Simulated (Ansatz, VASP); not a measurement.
# One calculation of Al, two programs

File POSCAR:

```
Al
1.0
    1.9963396846      1.9963396846      0.0000000000
   -1.9963396846      1.9963396846      0.0000000000
    0.0000000000      0.0000000000      4.1124597503
Al
2
Direct
    0.0000000000      0.0000000000      0.0000000000
    0.5000000000      0.5000000000      0.5000000000
```

INCAR.step1

```
PREC = Accurate
ENCUT = 520
ISMEAR = 0
SIGMA = 0.1
LREAL = False
LASPH = True
NELM = 60
NBANDS = 10
GGA = PE
ALGO = Normal
EDIFF = 1E-4
LWAVE = True
LCHARG = False
```

Contents of INCAR.step2:

```
PREC = Accurate
ENCUT = 520
EDIFF = 1E-6
ISMEAR = 0
SIGMA = 0.1
LREAL = False
LASPH = True
NELM = 60
ALGO = Normal
ISIF = 2
LWAVE = False
LCHARG = False
METAGGA = R2SCAN
LMIXTAU = True
NBANDS = 10
ISTART = 1
```

File KPOINTS:

```
regular mesh
0
Gamma
  18 18 14
```

Input for Ansatz:

```yaml
crystal:
  lattice:
    - [1.9963396846, 1.9963396846, 0.0]
    - [-1.9963396846, 1.9963396846, 0.0]
    - [0.0, 0.0, 4.1124597503]
  atoms:
    - { symbol: Al, position: [0.0, 0.0, 0.0] }
    - { symbol: Al, position: [0.5, 0.5, 0.5] }
basis:
  ecutwfc: 500
kpoints:
  mp_grid: { grid: [18, 18, 14] }
hamiltonian:
  xc: r2scan
scf:
  occupations: { method: gaussian, width: 0.1 }
output:
  forces: true
  stress: true
  eigenvalues: true
  write_density: true
  write_potential: true
  elf: true
  volumetric_format: npy
```

Change from the starting cell: strain along c alone, the other axes held, atoms relaxed: +3.0 %.

Alike in both runs: task single point; functional r2SCAN; k mesh 18 × 18 × 14; occupations gaussian, width 0.1 eV; no spin polarisation.

|  | VASP | Ansatz |
| --- | --- | --- |
| version | VASP 6.6.1 | Ansatz 0.2.0 |
| potentials or method | VASP PAW PBE potentials, release 64 (Al), cutoff 520 eV | scalar-relativistic, plane waves, PAW |
| valence electrons in the cell | 6 | 6 |

|  | VASP | Ansatz | Ansatz less VASP |
| --- | --- | --- | --- |
| gap on the k mesh at the Fermi level (eV) | none | none | - |
| pressure (GPa) | -2.8 | -2.5 | +0.29 |
| traceless stress, the component that is largest in VASP (GPa) | -1.80 | -1.80 | 0.000 |

VASP's potentials were made for PBE, not for r2SCAN. A gap of «none» marks a metal or a gap that the smearing closes.
